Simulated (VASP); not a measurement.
Write the native input for VASP 6.6.1 that does the following.

* Task: single point
* Functional: PBEsol
* Potentials or basis: VASP PAW PBE potentials, release 64 (Si, Ni)
* Cutoff: 520 eV
* k mesh: 8 × 10 × 6
* Occupations: gaussian, width 0.1 eV
* Spin: no spin polarisation
* Dipole correction: no
* Further INCAR settings: ALGO = Fast; EDIFF = 1e-07; NBANDS = 60

The structure of SiNi2 lies in POSCAR:

```
SiNi2
1.0
    4.6488734619      0.0000000000      0.0000000000
    0.0000000000      3.5714995453      0.0000000000
    0.0000000000      0.0000000000      6.7521055320
Si Ni
4 8
Direct
    0.3034510789      0.7500000000      0.6098976145
    0.6965489211      0.2500000000      0.3901023855
    0.1965489211      0.2500000000      0.1098976145
    0.8034510789      0.7500000000      0.8901023855
    0.9531869186      0.7500000000      0.2144881090
    0.0468130814      0.2500000000      0.7855118910
    0.5468130814      0.2500000000      0.7144881090
    0.4531869186      0.7500000000      0.2855118910
    0.8278266942      0.7500000000      0.5615558208
    0.1721733058      0.2500000000      0.4384441792
    0.6721733058      0.2500000000      0.0615558208
    0.3278266942      0.7500000000      0.9384441792
```

The input as run:

INCAR

```
SYSTEM = SiNi2
  PREC = Accurate
  ENCUT = 520
  EDIFF = 1E-7
  ISMEAR = 0
  SIGMA = 0.1
  LREAL = .FALSE.
  LASPH = .TRUE.
  NELM = 80
  ALGO = Fast
  ISIF = 2
  LWAVE = .FALSE.
  LCHARG = .FALSE.
  GGA = PS
  NBANDS = 60
```

KPOINTS

```
regular mesh
0
G
  8 10 6
  0 0 0
```

Potentials or basis: VASP PAW PBE potentials, release 64 (Si, Ni).

Run with:

```console
$ cat potpaw_PBE.64/Si/POTCAR potpaw_PBE.64/Ni/POTCAR > POTCAR
$ mpirun -np 1 vasp_std > vasp.out
```

It gave:

| Property | Result |
| --- | --- |
| Pressure | 37.8 GPa |
| Largest force | 0.025 eV/Å |
| Band gap on the k mesh | zero (bands 48 and 49 overlap by 2.38 eV) |

Caveat: the cell stands under pressure; the PAW data sets were made with another functional, which shifts forces and pressure a little.

Run time: 17 min on 1 thread of Intel(R) Xeon(R) Platinum 8488C (Sapphire Rapids), with other jobs on the host, peak memory 0.62 GiB.
